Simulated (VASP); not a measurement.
Runs of VASP 6.6.1 on AlCo3. The structure is that of space group Pm-3m (No. 221), or close to it. The cells are those of the table. 

| task | spin | cell | cutoff (eV) | smearing | gap on the mesh (eV) | pressure (GPa) | moment (μB) |
| --- | --- | --- | --- | --- | --- | --- | --- |
| single point | collinear, ferromagnetic start | a = 3.575 Å, 4 atoms | 520 | methfessel-paxton 0.2 eV | none | 1.3 | (a) |
| single point | collinear, ferromagnetic start | a = 3.575 Å, 4 atoms | 520 | methfessel-paxton 0.1 eV | none | 1.3 | 4.49 |
| single point | collinear, ferromagnetic start | a = 3.622 Å, 4 atoms | 520 | gaussian 0.1 eV | none | -4.5 | 4.68 |
| single point | collinear, ferromagnetic start | a = 3.778 Å, 4 atoms | 520 | gaussian 0.1 eV | none | -18.8 | (b) |
| relaxation of cell and atoms | off | relaxed from a = 3.575 Å, 4 atoms | 600 | gaussian 0.1 eV | none | 0.1 | - |
| single point | collinear, ferromagnetic start | a = 3.575 Å, 4 atoms | 520 | gaussian 0.1 eV | none | 1.3 | 4.50 |

Alike in all rows: level r2SCAN; potentials or basis VASP PAW PBE potentials, release 64 (Al, Co); k mesh 12 × 12 × 12.

Q: Fill in the values left out.

A: (a) 4.51; (b) 4.95.

Caveats: the PAW data sets were made with another functional, which shifts forces and pressure a little; the cell stands under tension (at least some runs).

A gap of «none» marks levels without a gap at the run's occupations.
